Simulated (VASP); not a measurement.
# HfH2 (I4/mmm) in VASP: a series of runs

HfH2 is run at these levels: PBEsol; tasks: single point.

All numbers are computed with VASP 6.6.1; they aren't measurements. Logs are shortened: lines on timing, memory, paths and dates and some standing lists are left out, and cuts for length are marked.

## (1) The cell of the first run

The structure is tetragonal, space group I4/mmm (No. 139). Conventional cell: a = 3.417 Å, b = 3.417 Å, c = 4.094 Å, α = 90.00°, β = 90.00°, γ = 90.00°. Within 2.6 Å of Hf (site symmetry 4/mmm) lie 8 H at 1.99 Å. H (site symmetry -4m2) has 4 Hf at 1.99 Å and 6 H at 2.05 to 2.42 Å within 2.6 Å.

## (2) Single point, PBEsol (volume scaled by 0.94, then relaxed in part)

INCAR

```
SYSTEM = HfH2
  PREC = Accurate
  ENCUT = 520
  EDIFF = 1E-6
  ISMEAR = 0
  SIGMA = 0.1
  LREAL = .FALSE.
  LASPH = .TRUE.
  NELM = 60
  ALGO = Normal
  ISIF = 2
  LWAVE = .FALSE.
  LCHARG = .TRUE.
  GGA = PS
  LELF = .TRUE.
  LVHAR = .TRUE.
  NBANDS = 13
```

KPOINTS

```
regular mesh
0
G
  16 16 16
  0 0 0
```

POSCAR

```
HfH2
1.0
   -1.7086454750      1.7086454750      2.0468428082
    1.7086454750     -1.7086454750      2.0468428082
    1.7086454750      1.7086454750     -2.0468428082
Hf H
1 2
Direct
    0.0000000000      0.0000000000      0.0000000000
    0.7500000000      0.2500000000      0.5000000000
    0.2500000000      0.7500000000      0.5000000000
```

Potentials or basis: VASP PAW PBE potentials, release 64 (Hf_pv, H).

Command:

```
> cat potpaw_PBE.64/Hf_pv/POTCAR potpaw_PBE.64/H/POTCAR > POTCAR
> mpirun -np 1 vasp_std > vasp.out
```

OUTCAR:

```text
SYSTEM = HfH2
   PREC = Accurate
   ENCUT = 520
   EDIFF = 1E-6
   ISMEAR = 0
   LREAL = .FALSE.
   LASPH = .TRUE.
   NELM = 60
   ISIF = 2
   GGA = PS

 ion  position               nearest neighbor table
   1  0.000  0.000  0.000-   2 1.99   3 1.99   2 1.99   3 1.99   2 1.99   3 1.99   2 1.99   3 1.99

   2  0.750  0.250  0.500-   1 1.99   1 1.99   1 1.99   1 1.99
   3  0.250  0.750  0.500-   1 1.99   1 1.99   1 1.99   1 1.99

  LATTYP: Found a body centered tetragonal cell.
 ALAT       =     3.4172909500
 C/A-ratio  =     1.1979330049

  Lattice vectors:

 A1 = (  -1.7086454750,   1.7086454750,   2.0468428082)
 A2 = (   1.7086454750,  -1.7086454750,   2.0468428082)
 A3 = (   1.7086454750,   1.7086454750,  -2.0468428082)

Analysis of symmetry for initial positions (statically):
=====================================================================
 Subroutine PRICEL returns:
 Original cell was already a primitive cell.

 Routine SETGRP: Setting up the symmetry group for a
 body centered tetragonal supercell.

 Subroutine GETGRP returns: Found 16 space group operations
 (whereof 16 operations were pure point group operations)
 out of a pool of 16 trial point group operations.

The static configuration has the point symmetry D_4h.

Analysis of symmetry for dynamics (positions and initial velocities):
=====================================================================
 Subroutine PRICEL returns:
 Original cell was already a primitive cell.

 Routine SETGRP: Setting up the symmetry group for a
 body centered tetragonal supercell.

 Subroutine GETGRP returns: Found 16 space group operations
 (whereof 16 operations were pure point group operations)
 out of a pool of 16 trial point group operations.

The dynamic configuration has the point symmetry D_4h.

 Subroutine INISYM returns: Found 16 space group operations
 (whereof 16 operations are pure point group operations),
 and found     1 'primitive' translations

----------------------------------------------------------------------------------------

                                     Primitive cell

  volume of cell :      23.9028

  direct lattice vectors                    reciprocal lattice vectors
    -1.708645475  1.708645475  2.046842808     0.000000000  0.292629458  0.244278651
     1.708645475 -1.708645475  2.046842808     0.292629458  0.000000000  0.244278651
     1.708645475  1.708645475 -2.046842808     0.292629458  0.292629458  0.000000000

  length of vectors
     3.166781363  3.166781363  3.166781363     0.381187696  0.381187696  0.413840549

  position of ions in fractional coordinates (direct lattice)
     0.000000000  0.000000000  0.000000000
     0.750000000  0.250000000  0.500000000
     0.250000000  0.750000000  0.500000000

  ion indices of the primitive-cell ions
   primitive index   ion index
                 1           1
                 2           2
                 3           3

----------------------------------------------------------------------------------------

 KPOINTS: regular mesh

Automatic generation of k-mesh.
 Grid dimensions read from file:
 generate k-points for:   16   16   16

 Generating k-lattice:

  Cartesian coordinates                     Fractional coordinates (reciprocal lattice)
     0.000000000  0.018289341  0.015267416     0.062500000  0.000000000  0.000000000
     0.018289341  0.000000000  0.015267416     0.000000000  0.062500000  0.000000000
     0.018289341  0.018289341  0.000000000     0.000000000  0.000000000  0.062500000

  Length of vectors
     0.023824231  0.023824231  0.025865034

  Shift w.r.t. Gamma in fractional coordinates (k-lattice)
     0.000000000  0.000000000  0.000000000

 Subroutine IBZKPT returns following result:
 ===========================================

 Found    349 irreducible k-points:

 Following reciprocal coordinates:
            Coordinates               Weight
  0.000000  0.000000  0.000000      1.000000
  0.062500 -0.000000  0.000000      8.000000
  0.125000 -0.000000  0.000000      8.000000
  0.187500 -0.000000  0.000000      8.000000
  0.250000 -0.000000  0.000000      8.000000
  0.312500 -0.000000  0.000000      8.000000
[... 16 lines left out ...]
 -0.125000  0.062500 -0.000000     16.000000
 -0.062500  0.062500  0.000000      4.000000
 [... further k-points ...]
   k-points           NKPTS =    349   k-points in BZ     NKDIM =    349   number of bands    NBANDS=     13
   number of dos      NEDOS =    301   number of ions     NIONS =      3
   total plane-waves  NPLWV =  13824
   dimension x,y,z NGX =    24 NGY =   24 NGZ =   24
   dimension x,y,z NGXF=    48 NGYF=   48 NGZF=   48
   ions per type =               1   2
   NGX,Y,Z   is equivalent  to a cutoff of  12.60, 12.60, 12.60 a.u.
   NGXF,Y,Z  is equivalent  to a cutoff of  25.20, 25.20, 25.20 a.u.
 SYSTEM =  HfH2
   PREC   = accura    normal or accurate (medium, high low for compatibility)
   ISTART =      0    job   : 0-new  1-cont  2-samecut
   ICHARG =      2    charge: 1-file 2-atom 10-const
   ISPIN  =      1    spin polarized calculation?
   LNONCOLLINEAR =      F non collinear calculations
   LSORBIT =      F    spin-orbit coupling
   LASPH  =      T    aspherical Exc in radial PAW
   ENCUT  =  520.0 eV  38.22 Ry    6.18 a.u.   5.89  5.89  5.89*2*pi/ulx,y,z
   NELM   =     60;   NELMIN=  2; NELMDL= -5     # of ELM steps
   EDIFF  = 0.1E-05   stopping-criterion for ELM
   LREAL  =      F    real-space projection
   EDIFFG = 0.1E-04   stopping-criterion for IOM
   NSW    =      0    number of steps for IOM
   IBRION =     -1    ionic relax: 0-MD 1-quasi-New 2-CG
   NFREE  =      0    steps in history (QN), initial steepest desc. (CG)
   ISIF   =      2    stress and relaxation
   ISYM   =      2    0-nonsym 1-usesym 2-fastsym
   POTIM  = 0.5000    time-step for ionic-motion
   TEBEG  =    0.0;   TEEND  =   0.0 temperature during run
   PSTRESS=    0.0 pullay stress
   NELECT =      12.0000    total number of electrons
   NUPDOWN=      -1.0000    fix difference up-down
   EMIN   =  10.00;   EMAX   =-10.00  energy-range for DOS
   EFERMI =   0.00;   METHOD = LEGACY
   ISMEAR =     0;   SIGMA  =   0.10  broadening in eV -4-tet -1-fermi 0-gaus
   EFERMI_NEDOS =   21; number of points for ismear=-14 and -15
   IALGO  =     38    algorithm
   IMIX   =      4    mixing-type and parameters
     AMIX     =   0.40;   BMIX     =  1.00
     AMIX_MAG =   1.60;   BMIX_MAG =  1.00
  volume/ion in A,a.u.               =       7.97        53.77
  Fermi-wavevector in a.u.,A,eV,Ry     =   1.301125  2.458770 23.033670  1.692927
  Thomas-Fermi vector in A             =   2.432279
   LORBIT       =      0    0 simple, 1 ext, 2 COOP (PROOUT), +10 PAW based schemes
   GGA     = PS    functional components
   LHFCALC =     F    Hartree Fock is set to
   AEXX    =    0.0000 exact exchange contribution
   IVDW    =     0    specifies the selected vdW correction
   LEPSILON=     F    determine dielectric tensor
   LRPA    =     F    only Hartree local field effects (RPA)
 non-spin polarized calculation
 Gauss-broadening in eV      SIGMA  =   0.10
  energy-cutoff  :      520.00
  volume of cell :       23.90
 maximum number of plane-waves:       660
   NGX = 11   NGY = 11   NGZ = 11

 number of electron      12.0000002 magnetization

 Free energy of the ion-electron system (eV)
  ---------------------------------------------------
  ext. energy  EPLUGINS =         0.00000000
  ---------------------------------------------------
  free energy    TOTEN  =       -18.74761871 eV

  energy without entropy =      -18.74515165  energy(sigma->0) =      -18.74638518

 E-fermi :   5.8788     XC(G=0): -11.9880

 val. band max:        5.8736553230   @ k =  -0.1250  -0.1250   0.0625
 cond. band min:       5.8807754045   @ k =  -0.1875  -0.1875   0.1250
 fundamental gap:      0.0071200815
 Fermi energy:         5.8788215524

 k-point     1 :       0.0000    0.0000    0.0000
  band No.  band energies     occupation
      1     -24.6929      2.00000
      2     -24.6929      2.00000
      3     -24.6208      2.00000
      4      -5.9162      2.00000
      5       4.8319      2.00000
      6       5.3775      2.00000
      7       5.3775      2.00000
      8       6.5259      0.00000
      9       7.6132      0.00000
     10       9.4053      0.00000
     11      17.8851      0.00000
     12      17.8851      0.00000
     13      18.5233      0.00000

 k-point     2 :       0.0625   -0.0000    0.0000
  band No.  band energies     occupation
      1     -24.7160      2.00000
      2     -24.6999      2.00000
      3     -24.6323      2.00000
      4      -5.7928      2.00000
      5       3.8715      2.00000
      6       5.4278      2.00000
      7       5.9058      0.70292
      8       7.1549      0.00000
      9       7.5847      0.00000
     10       9.3164      0.00000
     11      17.3549      0.00000
     12      18.1428      0.00000
     13      18.7007      0.00000

 k-point     3 :       0.1250   -0.0000    0.0000
  band No.  band energies     occupation
      1     -24.7989      2.00000
      2     -24.7197      2.00000
      3     -24.6463      2.00000
      4      -5.4379      2.00000
      5       2.7487      2.00000
      6       5.5237      2.00000
      7       6.2240      0.00000
      8       7.5833      0.00000
      9       8.4304      0.00000
     10       9.1993      0.00000
     11      16.3779      0.00000
     12      18.7043      0.00000
     13      18.8796      0.00000

 k-point     4 :       0.1875   -0.0000    0.0000
  band No.  band energies     occupation
      1     -24.9321      2.00000
      2     -24.7491      2.00000
      3     -24.6550      2.00000
      4      -4.8985      2.00000
      5       1.7962      2.00000
      6       5.5256      2.00000
      7       6.5426      0.00000
      8       7.8121      0.00000
      9       8.7000      0.00000
     10      10.1719      0.00000
     11      15.4550      0.00000
     12      18.6908      0.00000
     13      19.9769      0.00000

 k-point     5 :       0.2500   -0.0000    0.0000
  band No.  band energies     occupation
      1     -25.0877      2.00000
      2     -24.7835      2.00000
      3     -24.6619      2.00000
      4      -4.2589      2.00000
      5       1.0814      2.00000
      6       5.3701      2.00000
      7       6.8241      0.00000
      8       8.3880      0.00000
      9       8.6589      0.00000
     10      11.2839      0.00000
     11      15.0157      0.00000
     12      18.1334      0.00000
     13      18.7780      0.00000
[... 257 lines left out ...]
 k-point    22 :      -0.1875    0.0625   -0.0000
  band No.  band energies     occupation
      1     -24.8944      2.00000
      2     -24.7347      2.00000
      3     -24.6632      2.00000
      4      -5.0307      2.00000
      5       2.0220      2.00000
      6       5.6739      1.99625
      7       6.6140      0.00000
      8       7.3370      0.00000
      9       8.8016      0.00000
     10       9.6659      0.00000
     11      16.1141      0.00000
     12      18.6941      0.00000
     13      19.2683      0.00000

 k-point    23 :      -0.1250    0.0625   -0.0000
  band No.  band energies     occupation
      1     -24.7855      2.00000
      2     -24.7091      2.00000
      3     -24.6483      2.00000
      4      -5.5008      2.00000
      5       2.8885      2.00000
      6       5.6466      1.99898
      7       6.5001      0.00000
      8       7.3092      0.00000
      9       7.9747      0.00000
     10       9.1209      0.00000
     11      16.8986      0.00000
     12      18.4998      0.00000
     13      18.7071      0.00000

 k-point    24 :      -0.0625    0.0625    0.0000
  band No.  band energies     occupation
      1     -24.7270      2.00000
      2     -24.6972      2.00000
      3     -24.6322      2.00000
      4      -5.7661      2.00000
      5       3.6953      2.00000
      6       5.5123      2.00000
      7       6.5850      0.00000
      8       6.6744      0.00000
      9       7.4710      0.00000
     10       9.2492      0.00000
     11      17.3991      0.00000
     12      18.0412      0.00000
     13      18.7063      0.00000

 [... further k-points ...]
[... 5 lines left out ...]
  --------------------------------------------------------------------------------------
  -------------------------------------------------------------------------------------
  Total        1.4725290      1.4725290      1.4915604      0.0000000      0.0000000      0.0000000
  in kB       98.7020176     98.7020176     99.9776698      0.0000000      0.0000000      0.0000000
  external PRESSURE =      99.1272350 kB  Pullay stress =       0.0000000 kB

 VOLUME and BASIS-vectors are now :
 -----------------------------------------------------------------------------
  energy-cutoff  :      520.00
  volume of cell :       23.90
      direct lattice vectors                 reciprocal lattice vectors
    -1.708645475  1.708645475  2.046842808     0.000000000  0.292629458  0.244278651
     1.708645475 -1.708645475  2.046842808     0.292629458  0.000000000  0.244278651
     1.708645475  1.708645475 -2.046842808     0.292629458  0.292629458  0.000000000

 POSITION                                       TOTAL-FORCE (eV/Angst)
 -----------------------------------------------------------------------------------
      0.00000      0.00000      0.00000        -0.000000      0.000000      0.000000
      0.00000      1.70865      1.02342        -0.000000      0.000000      0.000000
      1.70865      0.00000      1.02342         0.000000     -0.000000     -0.000000
 -----------------------------------------------------------------------------------
    total drift:                               -0.000000      0.000000      0.000000

  FREE ENERGIE OF THE ION-ELECTRON SYSTEM (eV)
  ---------------------------------------------------
  free  energy   TOTEN  =       -18.7476187104 eV

  energy  without entropy=      -18.7451516484  energy(sigma->0) =      -18.74638518
```

Wall time 34 s (1 thread of Intel Xeon 6975P-C (Granite Rapids), shared host); peak memory 0.23 GiB.

Results:

- Free energy: -18.7476 eV
- Pressure: 9.9 GPa
- Band gap on the k mesh: zero (band 6 reaches 6.61 eV, above the bottom of band 7 at 5.35 eV)

Caveat: the cell differs from its parent crystal (volume scaled by 0.94, then relaxed in part); the PAW data sets were made with another functional, which shifts forces and pressure a little; spin-orbit coupling is left out, which moves the levels of the heavy elements.

## (3) Single point, PBEsol (volume scaled by 0.97, then relaxed in part)

INCAR

```
SYSTEM = HfH2
  PREC = Accurate
  ENCUT = 520
  EDIFF = 1E-6
  ISMEAR = 0
  SIGMA = 0.1
  LREAL = .False.
  LASPH = .True.
  NELM = 60
  ALGO = Normal
  ISIF = 2
  LWAVE = .False.
  LCHARG = .True.
  GGA = PS
  LELF = .True.
  LVHAR = .True.
  NBANDS = 13
```

KPOINTS

```
Automatic mesh
0
Gamma
  16 16 16
  0 0 0
```

POSCAR

```
HfH2
1.0
   -1.7202456421      1.7202456421      2.0837775798
    1.7202456421     -1.7202456421      2.0837775798
    1.7202456421      1.7202456421     -2.0837775798
Hf H
1 2
Direct
    0.0000000000      0.0000000000      0.0000000000
    0.7500000000      0.2500000000      0.5000000000
    0.2500000000      0.7500000000      0.5000000000
```

Potentials or basis: VASP PAW PBE potentials, release 64 (Hf_pv, H).

Command:

```
> cat potpaw_PBE.64/Hf_pv/POTCAR potpaw_PBE.64/H/POTCAR > POTCAR
> mpirun -np 1 vasp_std > vasp.out
```

It took 30 s on 1 thread of Intel Xeon 6975P-C (Granite Rapids), shared host; peak memory 0.23 GiB.

Results (log left out):

```
Free energy            : -18.7818 eV
Pressure               : 4.3 GPa
Band gap on the k mesh : zero (band 6 reaches 6.39 eV, above the bottom of band 7 at 5.17 eV)
```

Levels at points of the mesh, in eV from the Fermi level:
```csv
k point,band 2,band 3,band 4,band 5,band 6,band 7,band 8,band 9,band 10,band 11
"(0.00, 0.00, 0.00)",-30.70,-30.63,-11.63,-1.11,-0.50,-0.50,0.55,1.74,3.42,11.92
"(0.50, 0.00, 0.00)",-30.85,-30.68,-8.67,-5.13,-1.06,0.86,3.93,4.67,5.40,7.08
"(0.50, 0.50, 0.00)",-30.89,-30.80,-6.72,-5.82,-4.40,4.07,4.27,5.86,6.71,7.91
"(0.50, 0.50, 0.50)",-31.05,-31.05,-8.19,-4.03,-3.91,5.00,5.09,5.09,5.74,5.74
```

Caveat: the cell differs from its parent crystal (volume scaled by 0.97, then relaxed in part); the PAW data sets were made with another functional, which shifts forces and pressure a little; spin-orbit coupling is left out, which moves the levels of the heavy elements.

## (4) Single point, PBEsol

This run uses another cell than the first one, of 8.48 Å³/atom, 1.064 times its volume.

INCAR

```
SYSTEM = HfH2
PREC = Accurate
ENCUT = 520
EDIFF = 1E-7
ISMEAR = 0
SIGMA = 0.1
LREAL = .False.
LASPH = .True.
NELM = 60
ALGO = Normal
ISIF = 2
LWAVE = .False.
LCHARG = .False.
GGA = PS
NBANDS = 13
```

KPOINTS

```
regular mesh
0
Gamma
  16 16 16
  0 0 0
```

POSCAR

```
HfH2
1.0
   -1.7321345597      1.7321345597      2.1188358167
    1.7321345597     -1.7321345597      2.1188358167
    1.7321345597      1.7321345597     -2.1188358167
Hf H
1 2
Direct
    0.0000000000      0.0000000000      0.0000000000
    0.7500000000      0.2500000000      0.5000000000
    0.2500000000      0.7500000000      0.5000000000
```

Command:

```
> cat potpaw_PBE.64/Hf_pv/POTCAR potpaw_PBE.64/H/POTCAR > POTCAR
> mpirun -np 1 vasp_std > vasp.out
```

Wall time 29 s (1 thread of Intel Xeon 6975P-C (Granite Rapids), shared host); peak memory 0.24 GiB.

The run converged. Its results:

```
Free energy            : -18.7907 eV
Pressure               : -0.6 GPa
Band gap on the k mesh : zero (band 6 reaches 6.17 eV, above the bottom of band 7 at 4.96 eV)
```

Levels at points of the mesh, in eV from the Fermi level:
```csv
k point,band 4,band 5,band 6,band 7,band 8,band 9
"(0.00, 0.00, 0.00)",-11.47,-1.16,-0.50,-0.50,0.46,1.75
"(0.50, 0.00, 0.00)",-8.54,-5.16,-0.98,0.75,3.82,4.61
"(0.50, 0.50, 0.00)",-6.64,-5.81,-4.29,3.96,4.17,5.59
"(0.50, 0.50, 0.50)",-7.98,-4.06,-3.92,4.79,4.89,4.89
```

Caveat: the PAW data sets were made with another functional, which shifts forces and pressure a little; spin-orbit coupling is left out, which moves the levels of the heavy elements.

[end of part 1 of 2]
